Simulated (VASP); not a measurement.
Runs of VASP 6.6.1 on B. The structure is that of space group P6/mmm (No. 191), or close to it. The cells are those of the table. 

```csv
cell,gap on the mesh (eV),pressure (GPa)
"a = 1.719, b = 1.719, c = 3.671 Å, angles 90.0, 90.0, 120.0°, 1 atom",none,-3.6
"a = 1.736, b = 1.736, c = 3.707 Å, angles 90.0, 90.0, 120.0°, 1 atom",none,-8.1
"a = 1.685, b = 1.685, c = 3.599 Å, angles 90.0, 90.0, 120.0°, 1 atom",none,7.9
"a = 1.668, b = 1.668, c = 3.561 Å, angles 90.0, 90.0, 120.0°, 1 atom",none,(b)
"a = 1.702, b = 1.702, c = 3.635 Å, angles 90.0, 90.0, 120.0°, 1 atom",none,(a)
```

Alike in all rows: task single point; level PBEsol; potentials or basis VASP PAW PBE potentials, release 64 (B); no spin polarisation; k mesh 15 × 15 × 6; cutoff (eV) 520; smearing fermi-dirac 0.1 eV.

Q: Estimate the missing entries.

A: (a) 1.7; (b) 15.0.

Caveats: the PAW data sets were made with another functional, which shifts forces and pressure a little.

A gap of «none» marks levels without a gap at the run's occupations.
